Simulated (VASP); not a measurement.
Here is a VASP 6.6.1 calculation.

Contents of POSCAR:

```
CsI
1.0
    4.6660153637      0.0000000000      0.0000000000
    0.0000000000      4.6660153637      0.0000000000
    0.0000000000      0.0000000000      4.6660153637
Cs I
1 1
Direct
    0.0000000000      0.0000000000      0.0000000000
    0.5000000000      0.5000000000      0.5000000000
```

INCAR.step1

```
SYSTEM = CsI
PREC     = Accurate       ! precision mode
ENCUT    = 550            ! plane-wave cutoff, eV
ISMEAR   = -1             ! smearing method
SIGMA    = 0.02           ! smearing width, eV
LREAL    = .FALSE.        ! projectors in reciprocal space
LASPH    = .TRUE.         ! aspherical terms in the spheres
NELM     = 120            ! most SCF steps
GGA      = PE             ! functional
ALGO     = Normal         ! electronic algorithm
EDIFF    = 1E-5           ! SCF threshold, eV
LWAVE    = .TRUE.         ! write WAVECAR
LCHARG   = .FALSE.        ! write CHGCAR
GGA_COMPAT= .FALSE.      
IBRION   = 2              ! ionic algorithm
ISIF     = 3              ! what is computed and relaxed
EDIFFG   = -0.005         ! ionic threshold
NELMIN   = 4            
NSW      = 100            ! ionic steps
```

Contents of INCAR.step2:

```
SYSTEM = CsI
PREC     = Accurate       ! precision mode
ENCUT    = 550            ! plane-wave cutoff, eV
EDIFF    = 1E-7           ! SCF threshold, eV
ISMEAR   = -1             ! smearing method
SIGMA    = 0.02           ! smearing width, eV
LREAL    = .FALSE.        ! projectors in reciprocal space
LASPH    = .TRUE.         ! aspherical terms in the spheres
NELM     = 120            ! most SCF steps
ALGO     = Normal         ! electronic algorithm
ISIF     = 3              ! what is computed and relaxed
LWAVE    = .FALSE.        ! write WAVECAR
LCHARG   = .FALSE.        ! write CHGCAR
METAGGA  = R2SCAN         ! meta-GGA
LMIXTAU  = .TRUE.       
IBRION   = 2              ! ionic algorithm
NSW      = 80             ! ionic steps
EDIFFG   = -0.005         ! ionic threshold
ISTART   = 1            
GGA_COMPAT= .FALSE.      
NELMIN   = 4
```

File KPOINTS:

```
regular mesh
0
G
  6 6 6
  0 0 0
```

Potentials or basis: VASP PAW PBE potentials, release 64 (Cs_sv, I).

The run is started by

```bash
$ cat potpaw_PBE.64/Cs_sv/POTCAR potpaw_PBE.64/I/POTCAR > POTCAR
$ cp INCAR.step1 INCAR
$ mpirun -np 1 vasp_std > vasp.out
$ cp INCAR.step2 INCAR
$ mpirun -np 1 vasp_std > vasp.out
```

Task: Estimate the space group after relaxing (to 0.1 Å).

Result: Pm-3m (No. 221).

Task: Estimate the relaxed volume.

Result: 49.15 Å³/atom.

Final structure:
```yaml
crystal:
  lattice:
    - [4.61500, 0.00000, 0.00000]
    - [0.00000, 4.61500, 0.00000]
    - [0.00000, 0.00000, 4.61500]
  atoms:
    - { symbol: Cs, position: [0.00000, 0.00000, 0.00000] }
    - { symbol: I, position: [0.50000, 0.50000, 0.50000] }
```

Caveat: the PAW data sets were made with another functional, which shifts forces and pressure a little.
